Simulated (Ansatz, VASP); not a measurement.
Two plane-wave programs on KAg

```
K Ag
1.0
     3.98436    0.00000    0.00000
     0.00000    3.98436    0.00000
     0.00000    0.00000    3.98436
K Ag
1 1
Direct
  0.00000 0.00000 0.00000
  0.50000 0.50000 0.50000
```

Alike in both runs: task electric field gradients; functional PBEsol; k mesh 10 × 10 × 10; no spin polarisation.

|  | VASP | Ansatz |
| --- | --- | --- |
| version | VASP 6.6.1 | Ansatz 0.2.0 |
| potentials or method | VASP PAW PBE potentials, release 64 (K_sv, Ag) | PAW with Ansatz's default frozen-core files, scalar-relativistic |
| plane-wave cutoff (eV) | 400 | 420 |
| occupations | methfessel-paxton of order 1, width 0.15 eV | cold, width 0.15 eV |
| valence electrons in the cell | 20 | 28 |

|  | VASP | Ansatz | Ansatz less VASP |
| --- | --- | --- | --- |
| gap on the k mesh at the Fermi level (eV) | none | none | - |
| pressure (GPa) | -0.1 | 0.0 | +0.07 |

VASP's potentials were made for PBE, not for PBEsol. A gap of «none» marks a metal or a gap that the smearing closes. VASP's potentials hold 20 valence electrons a cell and Ansatz's 28, so a difference there can come from the potentials and not from the codes.
